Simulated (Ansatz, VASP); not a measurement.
## TaN: VASP beside Ansatz

The input INCAR:

```
PREC = Accurate
ENCUT = 520
EDIFF = 1E-6
ISMEAR = 0
SIGMA = 0.15
LREAL = F
LASPH = T
NELM = 100
ALGO = Normal
ISIF = 2
LWAVE = F
LCHARG = F
GGA = PS
NBANDS = 24
```

File KPOINTS:

```
Automatic mesh
0
Gamma
  20 20 12
```

Contents of POSCAR:

```
TaN
1.0
    0.0000000000      0.0000000000      2.8707276426
    2.9239890448      0.0000000000      0.0000000000
    0.0000000000      5.0644975863      0.0000000000
Ta N
2 2
Direct
    0.5000000000      0.0256498909      0.3333333333
    0.5000000000      0.4743501091      0.8333333333
    0.0000000000      0.5110491424      0.5000000000
    0.0000000000     -0.0110491424      0.0000000000
```

Input for Ansatz:

```yaml
crystal:
  lattice:
    - [0.0, 0.0, 2.8707276426]
    - [2.9239890448, 0.0, 0.0]
    - [0.0, 5.0644975863, 0.0]
  atoms:
    - { symbol: Ta, position: [0.5, 0.0256498909, 0.3333333333] }
    - { symbol: Ta, position: [0.5, 0.4743501091, 0.8333333333] }
    - { symbol: "N", position: [0.0, 0.5110491424, 0.5] }
    - { symbol: "N", position: [0.0, -0.0110491424, 0.0] }
basis:
  ecutwfc: 420
kpoints:
  mp_grid: { grid: [20, 20, 12] }
hamiltonian:
  xc: pbesol
scf:
  occupations: { method: gaussian, width: 0.15 }
output:
  forces: true
  stress: true
  eigenvalues: true
```

Change from the starting cell: mode 4 (178.8 1/cm) frozen in, largest displacement +0.075 Å.

Alike in both runs: task single point; functional PBEsol; k mesh 20 × 20 × 12; occupations gaussian, width 0.15 eV; no spin polarisation.

```csv
,VASP,Ansatz
version,VASP 6.6.1,Ansatz 0.2.0
potentials or method,"VASP PAW PBE potentials, release 64 (Ta_pv, N), cutoff 520 eV","scalar-relativistic, plane waves, PAW"
valence electrons in the cell,32,36
```

|  | VASP | Ansatz | Ansatz less VASP |
| --- | --- | --- | --- |
| gap on the k mesh at the Fermi level (eV) | none | none | - |
| pressure (GPa) | 1.6 | 0.8 | -0.86 |
| traceless stress, the component that is largest in VASP (GPa) | 1.31 | 1.38 | +0.068 |
| rms of the force components (eV/Å) | 0.646 | 0.645 | -0.0004 |

VASP's potentials were made for PBE, not for PBEsol. Atom by atom the forces differ by 0.003 eV/Å (rms over components). A gap of «none» marks a metal or a gap that the smearing closes. VASP's potentials hold 32 valence electrons a cell and Ansatz's 36, so a difference there can come from the potentials and not from the codes.

Spin-orbit coupling is off throughout.
